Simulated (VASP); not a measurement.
Runs of VASP 6.6.1 on Si. The structure is that of space group P6_3/mmc (No. 194), or close to it. The cells are those of the table. 

```csv
cell,gap on the mesh (eV),pressure (GPa)
"a = 2.546, b = 2.546, c = 4.506 Å, angles 90.0, 90.0, 120.0°, 2 atoms",none,10.5
"a = 2.826, b = 2.826, c = 4.506 Å, angles 90.0, 90.0, 120.0°, 2 atoms",none,-8.7
"a = 2.746, b = 2.746, c = 4.506 Å, angles 90.0, 90.0, 120.0°, 2 atoms",none,-5.2
"a = 2.786, b = 2.786, c = 4.506 Å, angles 90.0, 90.0, 120.0°, 2 atoms",none,-7.1
"a = 2.706, b = 2.706, c = 4.506 Å, angles 90.0, 90.0, 120.0°, 2 atoms",none,(a)
"a = 2.506, b = 2.506, c = 4.506 Å, angles 90.0, 90.0, 120.0°, 2 atoms",none,(b)
"a = 2.586, b = 2.586, c = 4.506 Å, angles 90.0, 90.0, 120.0°, 2 atoms",none,6.3
"a = 2.626, b = 2.626, c = 4.506 Å, angles 90.0, 90.0, 120.0°, 2 atoms",none,2.8
"a = 2.806, b = 2.806, c = 4.506 Å, angles 90.0, 90.0, 120.0°, 2 atoms",none,-8.0
```

Alike in all rows: task single point; level LDA; potentials or basis VASP PAW LDA potentials, release 64 (Si); no spin polarisation; k mesh 24 × 24 × 10; cutoff (eV) 520; smearing gaussian 0.15 eV.

**Question.** Fill in the values left out.

**Answer.** (a) -2.9; (b) 15.4.

A gap of «none» marks levels without a gap at the run's occupations.
